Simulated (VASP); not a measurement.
# P (Pm-3m) in VASP: single point with LDA

Aim: the single point of P with LDA.

Program: VASP 6.6.1. These are calculated values, not measurements. Logs are shortened: lines on timing, memory, paths and dates and some standing lists are left out, and cuts for length are marked.

## (1) The cell of the first run

It takes space group Pm-3m (No. 221, cubic). The conventional cell has a = 2.412 Å, b = 2.412 Å, c = 2.412 Å, α = 90.00°, β = 90.00°, γ = 90.00°. P (site symmetry m-3m) has 6 P at 2.41 Å within 3.2 Å.

## (2) Single point, LDA

File INCAR:

```
ALGO = Normal ; EDIFF = 1E-6
ENCUT = 520 ; ISIF = 2
ISMEAR = -1 ; LASPH = T
LCHARG = F ; LREAL = F
LWAVE = F ; NBANDS = 8
NELM = 100 ; PREC = Accurate
SIGMA = 0.13605693000000002
```

File KPOINTS:

```
k-points
0
Gamma
  14 14 14
```

File POSCAR:

```
P
1.0
    2.4121490447      0.0000000000      0.0000000000
    0.0000000000      2.4121490447      0.0000000000
    0.0000000000      0.0000000000      2.4121490447
P
1
Direct
    0.0000000000      0.0000000000      0.0000000000
```

Potentials or basis: VASP PAW LDA potentials, release 64 (P).

Launch:

```sh
$ cat potpaw_LDA.64/P/POTCAR > POTCAR
$ mpirun -np 1 vasp_std > vasp.out
```

OUTCAR:

```text
EDIFF = 1E-6
   ENCUT = 520
   ISIF = 2
   ISMEAR = -1
   LASPH = T
   LREAL = F
   NELM = 100
   PREC = Accurate

 ion  position               nearest neighbor table
   1  0.000  0.000  0.000-

  LATTYP: Found a simple cubic cell.
 ALAT       =     2.4121490447

  Lattice vectors:

 A1 = (   2.4121490447,   0.0000000000,   0.0000000000)
 A2 = (   0.0000000000,   2.4121490447,   0.0000000000)
 A3 = (   0.0000000000,   0.0000000000,   2.4121490447)

Analysis of symmetry for initial positions (statically):
=====================================================================
 Subroutine PRICEL returns:
 Original cell was already a primitive cell.

 Routine SETGRP: Setting up the symmetry group for a
 simple cubic supercell.

 Subroutine GETGRP returns: Found 48 space group operations
 (whereof 48 operations were pure point group operations)
 out of a pool of 48 trial point group operations.

The static configuration has the point symmetry O_h .

Analysis of symmetry for dynamics (positions and initial velocities):
=====================================================================
 Subroutine PRICEL returns:
 Original cell was already a primitive cell.

 Routine SETGRP: Setting up the symmetry group for a
 simple cubic supercell.

 Subroutine GETGRP returns: Found 48 space group operations
 (whereof 48 operations were pure point group operations)
 out of a pool of 48 trial point group operations.

The dynamic configuration has the point symmetry O_h .

 Subroutine INISYM returns: Found 48 space group operations
 (whereof 48 operations are pure point group operations),
 and found     1 'primitive' translations

----------------------------------------------------------------------------------------

                                     Primitive cell

  volume of cell :      14.0350

  direct lattice vectors                    reciprocal lattice vectors
     2.412149045  0.000000000  0.000000000     0.414568081  0.000000000  0.000000000
     0.000000000  2.412149045  0.000000000     0.000000000  0.414568081  0.000000000
     0.000000000  0.000000000  2.412149045     0.000000000  0.000000000  0.414568081

  length of vectors
     2.412149045  2.412149045  2.412149045     0.414568081  0.414568081  0.414568081

  position of ions in fractional coordinates (direct lattice)
[... 71 lines left out ...]
   ISPIN  =      1    spin polarized calculation?
   LNONCOLLINEAR =      F non collinear calculations
   LSORBIT =      F    spin-orbit coupling
   LASPH  =      T    aspherical Exc in radial PAW
   ENCUT  =  520.0 eV  38.22 Ry    6.18 a.u.   4.48  4.48  4.48*2*pi/ulx,y,z
   NELM   =    100;   NELMIN=  2; NELMDL= -5     # of ELM steps
   EDIFF  = 0.1E-05   stopping-criterion for ELM
   LREAL  =      F    real-space projection
   EDIFFG = 0.1E-04   stopping-criterion for IOM
   NSW    =      0    number of steps for IOM
   IBRION =     -1    ionic relax: 0-MD 1-quasi-New 2-CG
   NFREE  =      0    steps in history (QN), initial steepest desc. (CG)
   ISIF   =      2    stress and relaxation
   ISYM   =      2    0-nonsym 1-usesym 2-fastsym
   POTIM  = 0.5000    time-step for ionic-motion
   TEBEG  =    0.0;   TEEND  =   0.0 temperature during run
   PSTRESS=    0.0 pullay stress
   NELECT =       5.0000    total number of electrons
   NUPDOWN=      -1.0000    fix difference up-down
   EMIN   =  10.00;   EMAX   =-10.00  energy-range for DOS
   EFERMI =   0.00;   METHOD = LEGACY
   ISMEAR =    -1;   SIGMA  =   0.14  broadening in eV -4-tet -1-fermi 0-gaus
   EFERMI_NEDOS =   21; number of points for ismear=-14 and -15
   IALGO  =     38    algorithm
   IMIX   =      4    mixing-type and parameters
     AMIX     =   0.40;   BMIX     =  1.00
     AMIX_MAG =   1.60;   BMIX_MAG =  1.00
  volume/ion in A,a.u.               =      14.04        94.71
  Fermi-wavevector in a.u.,A,eV,Ry     =   1.160542  2.193106 18.325098  1.346857
  Thomas-Fermi vector in A             =   2.297123
   LORBIT       =      0    0 simple, 1 ext, 2 COOP (PROOUT), +10 PAW based schemes
   GGA     = CA    functional components
   LHFCALC =     F    Hartree Fock is set to
   AEXX    =    0.0000 exact exchange contribution
   IVDW    =     0    specifies the selected vdW correction
   LEPSILON=     F    determine dielectric tensor
   LRPA    =     F    only Hartree local field effects (RPA)
 non-spin polarized calculation
  energy-cutoff  :      520.00
  volume of cell :       14.04
 maximum number of plane-waves:       389
 NGX is ok and might be reduce to    18
   NGX =  9   NGY =  9   NGZ =  9

 number of electron       4.9999997 magnetization

 Free energy of the ion-electron system (eV)
  ---------------------------------------------------
  ext. energy  EPLUGINS =         0.00000000
  ---------------------------------------------------
  free energy    TOTEN  =        -6.06025540 eV

  energy without entropy =       -6.04005524  energy(sigma->0) =       -6.05015532

 E-fermi :  10.1242     XC(G=0): -11.5485

 val. band max:       10.1087380842   @ k =   0.5000   0.5000   0.4286
 cond. band min:      10.2132534744   @ k =   0.2857   0.2143   0.1429
 fundamental gap:      0.1045153902
 Fermi energy:        10.1241705191

 k-point     1 :       0.0000    0.0000    0.0000
  band No.  band energies     occupation
      1      -6.7101      2.00000
      2      15.2802      0.00000
      3      15.2802      0.00000
      4      15.2802      0.00000
      5      16.9235      0.00000
      6      16.9235      0.00000
      7      24.6165      0.00000
      8      34.9723      0.00000
[... 243 lines left out ...]
 k-point    24 :       0.3571    0.2143    0.0000
  band No.  band energies     occupation
      1      -2.7825      2.00000
      2       4.6189      2.00000
      3      10.7161      0.02547
      4      18.1592      0.00000
      5      19.1047      0.00000
      6      23.1541      0.00000
      7      27.1114      0.00000
      8      29.8349      0.00000

 [... further k-points ...]
[... 5 lines left out ...]
  --------------------------------------------------------------------------------------
  -------------------------------------------------------------------------------------
  Total        0.0224802      0.0224802      0.0224802     -0.0000000     -0.0000000      0.0000000
  in kB        2.5662419      2.5662419      2.5662419     -0.0000000     -0.0000000      0.0000000
  external PRESSURE =       2.5662419 kB  Pullay stress =       0.0000000 kB

 VOLUME and BASIS-vectors are now :
 -----------------------------------------------------------------------------
  energy-cutoff  :      520.00
  volume of cell :       14.04
      direct lattice vectors                 reciprocal lattice vectors
     2.412149045  0.000000000  0.000000000     0.414568081  0.000000000  0.000000000
     0.000000000  2.412149045  0.000000000     0.000000000  0.414568081  0.000000000
     0.000000000  0.000000000  2.412149045     0.000000000  0.000000000  0.414568081

 POSITION                                       TOTAL-FORCE (eV/Angst)
 -----------------------------------------------------------------------------------
      0.00000      0.00000      0.00000         0.000000      0.000000      0.000000
 -----------------------------------------------------------------------------------
    total drift:                                0.000000      0.000000      0.000000

  FREE ENERGIE OF THE ION-ELECTRON SYSTEM (eV)
  ---------------------------------------------------
  free  energy   TOTEN  =        -6.0602554041 eV

  energy  without entropy=       -6.0400552400  energy(sigma->0) =       -6.05015532
```

Wall time 9.5 s (1 thread of Intel Xeon 8259CL, shared host); peak memory 0.12 GiB.

Results:

```yaml
Free_energy: -6.0603 eV
Pressure: 0.3 GPa
```

Levels at points of the mesh, in eV from the Fermi level:
```
           k point  band 1  band 2  band 3  band 4  band 5  band 6  band 7  band 8
(0.00, 0.00, 0.00)  -16.83    5.16    5.16    5.16    6.80    6.80   14.49   24.85
(0.50, 0.00, 0.00)  -12.32   -8.99    8.10    8.10    9.45   14.50   14.50   16.84
(0.50, 0.50, 0.00)   -7.42   -5.43   -5.43    0.71   10.81   17.13   17.13   17.53
(0.50, 0.50, 0.50)   -2.21   -2.21   -2.21   -1.27    4.55    4.55    4.55   10.80
```
